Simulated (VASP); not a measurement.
# GaN (P6_3mc) in VASP: a series of runs

The runs below take GaN through single point, with LDA.

Everything below comes from runs of VASP 6.6.1. Logs are shortened: lines on timing, memory, paths and dates and some standing lists are left out, and cuts for length are marked.

## Step 1: The cell of the first run

The structure is hexagonal, space group P6_3mc (No. 186). Conventional cell: a = 3.089 Å, b = 3.089 Å, c = 5.189 Å, α = 90.00°, β = 90.00°, γ = 120.00°. Ga (site symmetry 3m) has 4 N at 1.90 to 1.93 Å within 2.5 Å. Within 2.5 Å of N (site symmetry 3m) lie 4 Ga at 1.90 to 1.93 Å.

## Step 2: Single point, LDA

Input file INCAR:

```
  PREC = Accurate
  ENCUT = 520
  EDIFF = 1E-7
  ISMEAR = 0
  SIGMA = 0.01
  LREAL = False
  LASPH = True
  NELM = 60
  ALGO = Normal
  ISIF = 2
  LWAVE = False
  LCHARG = False
  GGA = CA
  NBANDS = 26
```

Input file KPOINTS:

```
regular mesh
0
Gamma
  8 8 5
```

Input file POSCAR:

```
GaN
1.0
    3.0887123504      0.0000000000      0.0000000000
   -1.5443561752      2.6749033604      0.0000000000
    0.0000000000      0.0000000000      5.1894149552
Ga N
2 2
Direct
    0.3333333333      0.6666666667      0.0030037939
    0.6666666667      0.3333333333      0.5030037939
    0.3333333333      0.6666666667      0.3739962061
    0.6666666667      0.3333333333      0.8739962061
```

Potentials or basis: VASP PAW LDA potentials, release 64 (Ga_d, N).

Started as:

```sh
cat potpaw_LDA.64/Ga_d/POTCAR potpaw_LDA.64/N/POTCAR > POTCAR
mpirun -np 1 vasp_std > vasp.out
```

OUTCAR:

```text
PREC = Accurate
   ENCUT = 520
   EDIFF = 1E-7
   ISMEAR = 0
   LREAL = False
   LASPH = True
   NELM = 60
   ISIF = 2
   GGA = CA

 ion  position               nearest neighbor table
   1  0.333  0.667  0.003-   4 1.90   4 1.90   4 1.90   3 1.93
   2  0.667  0.333  0.503-   3 1.90   3 1.90   3 1.90   4 1.93
   3  0.333  0.667  0.374-   2 1.90   2 1.90   2 1.90   1 1.93
   4  0.667  0.333  0.874-   1 1.90   1 1.90   1 1.90   2 1.93

  LATTYP: Found a hexagonal cell.
 ALAT       =     3.0887123504
 C/A-ratio  =     1.6801224480

  Lattice vectors:

 A1 = (   3.0887123504,   0.0000000000,   0.0000000000)
 A2 = (  -1.5443561752,   2.6749033604,   0.0000000000)
 A3 = (   0.0000000000,   0.0000000000,   5.1894149552)

Analysis of symmetry for initial positions (statically):
=====================================================================
 Subroutine PRICEL returns:
 Original cell was already a primitive cell.

 Routine SETGRP: Setting up the symmetry group for a
 hexagonal supercell.

 Subroutine GETGRP returns: Found 12 space group operations
 (whereof  6 operations were pure point group operations)
 out of a pool of 24 trial point group operations.

The static configuration has the point symmetry C_3v.
 The point group associated with its full space group is C_6v.

Analysis of symmetry for dynamics (positions and initial velocities):
=====================================================================
 Subroutine PRICEL returns:
 Original cell was already a primitive cell.

 Routine SETGRP: Setting up the symmetry group for a
 hexagonal supercell.

 Subroutine GETGRP returns: Found 12 space group operations
 (whereof  6 operations were pure point group operations)
 out of a pool of 24 trial point group operations.

The dynamic configuration has the point symmetry C_3v.
 The point group associated with its full space group is C_6v.

 Subroutine INISYM returns: Found 12 space group operations
 (whereof  6 operations are pure point group operations),
 and found     1 'primitive' translations

----------------------------------------------------------------------------------------

                                     Primitive cell

  volume of cell :      42.8750

  direct lattice vectors                    reciprocal lattice vectors
     3.088712350  0.000000000  0.000000000     0.323759511  0.186922641  0.000000000
    -1.544356175  2.674903360  0.000000000     0.000000000  0.373845282  0.000000000
     0.000000000  0.000000000  5.189414955     0.000000000  0.000000000  0.192699950

  length of vectors
     3.088712350  3.088712350  5.189414955     0.373845282  0.373845282  0.192699950

  position of ions in fractional coordinates (direct lattice)
     0.333333333  0.666666667  0.003003794
     0.666666667  0.333333333  0.503003794
     0.333333333  0.666666667  0.373996206
     0.666666667  0.333333333  0.873996206

  ion indices of the primitive-cell ions
   primitive index   ion index
                 1           1
                 2           2
                 3           3
                 4           4

----------------------------------------------------------------------------------------

 KPOINTS: regular mesh

Automatic generation of k-mesh.
 Grid dimensions read from file:
 generate k-points for:    8    8    5

 Generating k-lattice:

  Cartesian coordinates                     Fractional coordinates (reciprocal lattice)
     0.040469939  0.023365330  0.000000000     0.125000000  0.000000000  0.000000000
     0.000000000  0.046730660  0.000000000     0.000000000  0.125000000  0.000000000
     0.000000000  0.000000000  0.038539990     0.000000000  0.000000000  0.200000000

  Length of vectors
     0.046730660  0.046730660  0.038539990

  Shift w.r.t. Gamma in fractional coordinates (k-lattice)
     0.000000000  0.000000000  0.000000000

 Subroutine IBZKPT returns following result:
 ===========================================

 Found     30 irreducible k-points:

 Following reciprocal coordinates:
            Coordinates               Weight
  0.000000  0.000000  0.000000      1.000000
  0.125000  0.000000  0.000000      6.000000
  0.250000  0.000000  0.000000      6.000000
  0.375000  0.000000  0.000000      6.000000
  0.500000  0.000000  0.000000      3.000000
  0.125000  0.125000  0.000000      6.000000
[... 16 lines left out ...]
  0.250000  0.000000  0.400000     12.000000
  0.375000  0.000000  0.400000     12.000000
 [... further k-points ...]
   k-points           NKPTS =     30   k-points in BZ     NKDIM =     30   number of bands    NBANDS=     26
   number of dos      NEDOS =    301   number of ions     NIONS =      4
   total plane-waves  NPLWV =  23040
   dimension x,y,z NGX =    24 NGY =   24 NGZ =   40
   dimension x,y,z NGXF=    48 NGYF=   48 NGZF=   80
   ions per type =               2   2
   NGX,Y,Z   is equivalent  to a cutoff of  12.92, 12.92, 12.81 a.u.
   NGXF,Y,Z  is equivalent  to a cutoff of  25.84, 25.84, 25.63 a.u.
 SYSTEM =  unknown system
   PREC   = accura    normal or accurate (medium, high low for compatibility)
   ISTART =      0    job   : 0-new  1-cont  2-samecut
   ICHARG =      2    charge: 1-file 2-atom 10-const
   ISPIN  =      1    spin polarized calculation?
   LNONCOLLINEAR =      F non collinear calculations
   LSORBIT =      F    spin-orbit coupling
   LASPH  =      T    aspherical Exc in radial PAW
   ENCUT  =  520.0 eV  38.22 Ry    6.18 a.u.   5.74  5.74  9.65*2*pi/ulx,y,z
   NELM   =     60;   NELMIN=  2; NELMDL= -5     # of ELM steps
   EDIFF  = 0.1E-06   stopping-criterion for ELM
   LREAL  =      F    real-space projection
   EDIFFG = 0.1E-05   stopping-criterion for IOM
   NSW    =      0    number of steps for IOM
   IBRION =     -1    ionic relax: 0-MD 1-quasi-New 2-CG
   NFREE  =      0    steps in history (QN), initial steepest desc. (CG)
   ISIF   =      2    stress and relaxation
   ISYM   =      2    0-nonsym 1-usesym 2-fastsym
   POTIM  = 0.5000    time-step for ionic-motion
   TEBEG  =    0.0;   TEEND  =   0.0 temperature during run
   PSTRESS=    0.0 pullay stress
   NELECT =      36.0000    total number of electrons
   NUPDOWN=      -1.0000    fix difference up-down
   EMIN   =  10.00;   EMAX   =-10.00  energy-range for DOS
   EFERMI =   0.00;   METHOD = LEGACY
   ISMEAR =     0;   SIGMA  =   0.01  broadening in eV -4-tet -1-fermi 0-gaus
   EFERMI_NEDOS =   21; number of points for ismear=-14 and -15
   IALGO  =     38    algorithm
   IMIX   =      4    mixing-type and parameters
     AMIX     =   0.40;   BMIX     =  1.00
     AMIX_MAG =   1.60;   BMIX_MAG =  1.00
  volume/ion in A,a.u.               =      10.72        72.33
  Fermi-wavevector in a.u.,A,eV,Ry     =   1.544452  2.918591 32.454401  2.385331
  Thomas-Fermi vector in A             =   2.649971
   LORBIT       =      0    0 simple, 1 ext, 2 COOP (PROOUT), +10 PAW based schemes
   GGA     = CA    functional components
   LHFCALC =     F    Hartree Fock is set to
   AEXX    =    0.0000 exact exchange contribution
   IVDW    =     0    specifies the selected vdW correction
   LEPSILON=     F    determine dielectric tensor
   LRPA    =     F    only Hartree local field effects (RPA)
 non-spin polarized calculation
 Gauss-broadening in eV      SIGMA  =   0.01
  energy-cutoff  :      520.00
  volume of cell :       42.87
 maximum number of plane-waves:      1178
 NGX is ok and might be reduce to    24
   NGX = 11   NGY = 11   NGZ = 19

 number of electron      35.9999999 magnetization

 Free energy of the ion-electron system (eV)
  ---------------------------------------------------
  ext. energy  EPLUGINS =         0.00000000
  ---------------------------------------------------
  free energy    TOTEN  =       -27.84632449 eV

  energy without entropy =      -27.84632449  energy(sigma->0) =      -27.84632449

 E-fermi :   5.9296     XC(G=0): -12.4678

 val. band max:        5.8693150798   @ k =   0.0000   0.0000   0.0000
 cond. band min:       8.0697176823   @ k =   0.0000   0.0000   0.0000
 fundamental gap:      2.2004026025
 Fermi energy:         5.9295513479

 k-point     1 :       0.0000    0.0000    0.0000
  band No.  band energies     occupation
      1     -10.6235      2.00000
      2      -9.5515      2.00000
      3      -7.8504      2.00000
      4      -7.8186      2.00000
      5      -7.8186      2.00000
      6      -7.7494      2.00000
[... 18 lines left out ...]
     25      18.0050      0.00000
     26      18.0050      0.00000

 k-point     2 :       0.1250    0.0000    0.0000
  band No.  band energies     occupation
      1     -10.4471      2.00000
      2      -9.5028      2.00000
      3      -7.8263      2.00000
      4      -7.7916      2.00000
      5      -7.7773      2.00000
      6      -7.7277      2.00000
[... 18 lines left out ...]
     25      17.3036      0.00000
     26      18.3148      0.00000

 k-point     3 :       0.2500    0.0000    0.0000
  band No.  band energies     occupation
      1     -10.0264      2.00000
      2      -9.4104      2.00000
      3      -7.7785      2.00000
      4      -7.7436      2.00000
      5      -7.6854      2.00000
      6      -7.6229      2.00000
[... 18 lines left out ...]
     25      17.5613      0.00000
     26      18.4421      0.00000

 k-point     4 :       0.3750    0.0000    0.0000
  band No.  band energies     occupation
      1      -9.6603      2.00000
      2      -9.3515      2.00000
      3      -7.7653      2.00000
      4      -7.7252      2.00000
      5      -7.6355      2.00000
      6      -7.5706      2.00000
[... 18 lines left out ...]
     25      17.9951      0.00000
     26      19.2533      0.00000

 k-point     5 :       0.5000    0.0000    0.0000
  band No.  band energies     occupation
      1      -9.5407      2.00000
      2      -9.3353      2.00000
      3      -7.7724      2.00000
      4      -7.7248      2.00000
      5      -7.6159      2.00000
      6      -7.5828      2.00000
[... 18 lines left out ...]
     25      18.3299      0.00000
     26      19.5458      0.00000

 k-point     6 :       0.1250    0.1250    0.0000
  band No.  band energies     occupation
      1     -10.1469      2.00000
      2      -9.4337      2.00000
      3      -7.7807      2.00000
      4      -7.7636      2.00000
      5      -7.6955      2.00000
      6      -7.6948      2.00000
[... 427 lines left out ...]
 k-point    21 :       0.0000    0.0000    0.4000
  band No.  band energies     occupation
      1     -10.1797      2.00000
      2      -9.8285      2.00000
      3      -7.8032      2.00000
      4      -7.8032      2.00000
      5      -7.7816      2.00000
      6      -7.7816      2.00000
[... 18 lines left out ...]
     25      16.9922      0.00000
     26      16.9922      0.00000

 k-point    22 :       0.1250    0.0000    0.4000
  band No.  band energies     occupation
      1     -10.0402      2.00000
      2      -9.7329      2.00000
      3      -7.7880      2.00000
      4      -7.7714      2.00000
      5      -7.7650      2.00000
      6      -7.7468      2.00000
[... 18 lines left out ...]
     25      16.8654      0.00000
     26      17.3805      0.00000

 k-point    23 :       0.2500    0.0000    0.4000
  band No.  band energies     occupation
      1      -9.7336      2.00000
      2      -9.5388      2.00000
      3      -7.7622      2.00000
      4      -7.7323      2.00000
      5      -7.7034      2.00000
      6      -7.6660      2.00000
[... 18 lines left out ...]
     25      17.5142      0.00000
     26      18.1696      0.00000

 k-point    24 :       0.3750    0.0000    0.4000
  band No.  band energies     occupation
      1      -9.4989      2.00000
      2      -9.4034      2.00000
      3      -7.7738      2.00000
      4      -7.7351      2.00000
      5      -7.6577      2.00000
      6      -7.5985      2.00000
[... 18 lines left out ...]
     25      17.6996      0.00000
     26      18.7496      0.00000

 [... further k-points ...]
[... 5 lines left out ...]
  --------------------------------------------------------------------------------------
  -------------------------------------------------------------------------------------
  Total        2.9692366      2.9692366      0.3173592      0.0000000      0.0000000     -0.0000000
  in kB      110.9561621    110.9561621     11.8592618      0.0000000      0.0000000     -0.0000000
  external PRESSURE =      77.9238620 kB  Pullay stress =       0.0000000 kB

 VOLUME and BASIS-vectors are now :
 -----------------------------------------------------------------------------
  energy-cutoff  :      520.00
  volume of cell :       42.87
      direct lattice vectors                 reciprocal lattice vectors
     3.088712350  0.000000000  0.000000000     0.323759511  0.186922641  0.000000000
    -1.544356175  2.674903360  0.000000000     0.000000000  0.373845282  0.000000000
     0.000000000  0.000000000  5.189414955     0.000000000  0.000000000  0.192699950

 POSITION                                       TOTAL-FORCE (eV/Angst)
 -----------------------------------------------------------------------------------
     -0.00000      1.78327      0.01559         0.000000      0.000000      0.009914
      1.54436      0.89163      2.61030        -0.000000      0.000000      0.009914
     -0.00000      1.78327      1.94082         0.000000     -0.000000     -0.009914
      1.54436      0.89163      4.53553        -0.000000      0.000000     -0.009914
 -----------------------------------------------------------------------------------
    total drift:                                0.000000      0.000000      0.000552

  FREE ENERGIE OF THE ION-ELECTRON SYSTEM (eV)
  ---------------------------------------------------
  free  energy   TOTEN  =       -27.8463244851 eV

  energy  without entropy=      -27.8463244851  energy(sigma->0) =      -27.84632449
```

Wall time 66 s (1 thread of Intel Xeon 8259CL, shared host); peak memory 0.16 GiB.

Results:

| Property | Result |
| --- | --- |
| Free energy | -27.8463 eV |
| Pressure | 7.8 GPa |
| Largest force | 0.010 eV/Å |
| Band gap on the k mesh | 2.20 eV |

Forces in eV/Å, atoms in the order of the input:
```
Ga   0.000  0.000  0.010
Ga   0.000  0.000  0.010
N    0.000  0.000 -0.010
N    0.000  0.000 -0.010
```

Levels at points of the mesh, in eV from the valence-band top:
```
           k point  band 16  band 17  band 18  band 19  band 20  band 21
(0.00, 0.00, 0.00)    -0.27     0.00     0.00     2.20     4.86     9.07
(0.50, 0.00, 0.00)    -2.91    -2.59    -1.12     5.24     5.59     5.93
```

Caveat: the cell stands under pressure.

## Step 3: Single point, LDA

Input file INCAR:

```
ALGO = Normal ; EDIFF = 1E-7
ENCUT = 520 ; GGA = CA
ISIF = 2 ; ISMEAR = 0
LASPH = T ; LCHARG = F
LREAL = F ; LWAVE = F
NBANDS = 26 ; NELM = 100
PREC = Accurate ; SIGMA = 0.01
```

Input file KPOINTS:

```
k-points
0
Gamma
  8 8 5
```

Input file POSCAR:

```
GaN
1.0
    3.0887123504      0.0000000000      0.0000000000
   -1.5443561752      2.6749033604      0.0000000000
    0.0000000000      0.0000000000      5.1897774280
Ga N
2 2
Direct
    0.3333333333      0.6666666667      0.0002938746
    0.6666666667      0.3333333333      0.5002938746
    0.3333333333      0.6666666667      0.3767061254
    0.6666666667      0.3333333333      0.8767061254
```

Potentials or basis: VASP PAW LDA potentials, release 64 (Ga_d, N).

Started as:

```sh
cat potpaw_LDA.64/Ga_d/POTCAR potpaw_LDA.64/N/POTCAR > POTCAR
mpirun -np 1 vasp_std > vasp.out
```

Run time: 39 s. Hardware: 1 thread of Intel Xeon 8259CL, shared host; peak memory 0.16 GiB.

The run converged. Its results:

```yaml
Free_energy: -27.8354 eV
Pressure: 8.2 GPa
Largest_force: 0.370 eV/Å
Band_gap_on_the_k_mesh: 2.24 eV
```

Forces on the atoms (eV/Å):
```
Ga   0.000  0.000  0.370
Ga   0.000  0.000  0.370
N    0.000  0.000 -0.370
N    0.000  0.000 -0.370
```

Stress tensor (GPa, compression positive):
```
12.68  0.00  0.00
 0.00 12.68  0.00
 0.00  0.00 -0.88
```

Levels at points of the mesh, in eV from the valence-band top:
```tsv
k point	band 16	band 17	band 18	band 19	band 20	band 21
(0.00, 0.00, 0.00)	-0.18	0.00	0.00	2.24	4.85	9.13
(0.50, 0.00, 0.00)	-2.91	-2.46	-1.17	5.25	5.66	5.95
```

Caveat: the cell stands under pressure.

(Part 1 of 2 ends here.)
